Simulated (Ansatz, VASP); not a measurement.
Al2O: VASP beside Ansatz

```xyz
3
Lattice="0.0000 2.7975 2.7975 2.7975 0.0000 2.7975 2.7975 2.7975 0.0000" Properties=species:S:1:pos:R:3 pbc="T T T"
Al    1.3987    1.3987    1.3987
Al    4.1962    4.1962    4.1962
O     0.0000    0.0000    0.0000
```

Alike in both runs: task single point; functional PBEsol; k mesh 7 × 7 × 7; no spin polarisation.

|  | VASP | Ansatz |
| --- | --- | --- |
| version | VASP 6.6.1 | Ansatz 0.2.0 |
| potentials or method | VASP PAW PBE potentials, release 64 (Al, O), cutoff 520 eV | plane waves, PAW |
| occupations | methfessel-paxton of order 1, width 0.1 eV | cold |
| valence electrons in the cell | 12 | 12 |

```csv
,VASP,Ansatz,Ansatz less VASP
pressure (GPa),0.8,0.8,0.00
```

VASP's potentials were made for PBE, not for PBEsol.
